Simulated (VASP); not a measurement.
Input of a VASP 6.6.1 run:

POSCAR

```
Pb
1.0
    0.0000000000      2.4750200000      2.4750200000
    2.4750200000      0.0000000000      2.4750200000
    2.4750200000      2.4750200000      0.0000000000
Pb
1
Direct
    0.0000000000      0.0000000000      0.0000000000
```

The input INCAR.step1:

```
ALGO = Normal
EDIFF = 1E-5
ENCUT = 520
GGA = PE
ISIF = 2
ISMEAR = -1
LASPH = True
LCHARG = False
LREAL = False
LWAVE = True
NBANDS = 13
NELM = 80
PREC = Accurate
SIGMA = 0.05
```

File INCAR.step2:

```
AEXX = 0.25
ALGO = Normal
EDIFF = 1E-6
ENCUT = 520
ISIF = 2
ISMEAR = -1
ISTART = 1
LASPH = True
LCHARG = False
LHFCALC = True
LMIXTAU = True
LREAL = False
LWAVE = False
METAGGA = R2SCAN
NBANDS = 13
NELM = 80
PREC = Accurate
PRECFOCK = Normal
SIGMA = 0.05
```

KPOINTS

```
k-points
0
Gamma
  5 5 5
```

Potentials or basis: VASP PAW PBE potentials, release 64 (Pb_d).

Run with:

```bash
$ cat potpaw_PBE.64/Pb_d/POTCAR > POTCAR
$ cp INCAR.step1 INCAR
$ mpirun -np 1 vasp_std > vasp.out
$ cp INCAR.step2 INCAR
$ mpirun -np 1 vasp_std > vasp.out
```

Q: Predict the band gap on the k mesh.

A: Zero (bands 7 and 8 overlap by 9.81 eV).

Q: Estimate the pressure.

A: -0.3 GPa.

Caveat: the k points lie up to 0.44 Å⁻¹ apart, too coarse for converged energies and pressures of a metal; the PAW data sets were made with another functional, which shifts forces and pressure a little; spin-orbit coupling is left out, which moves the levels of the heavy elements.
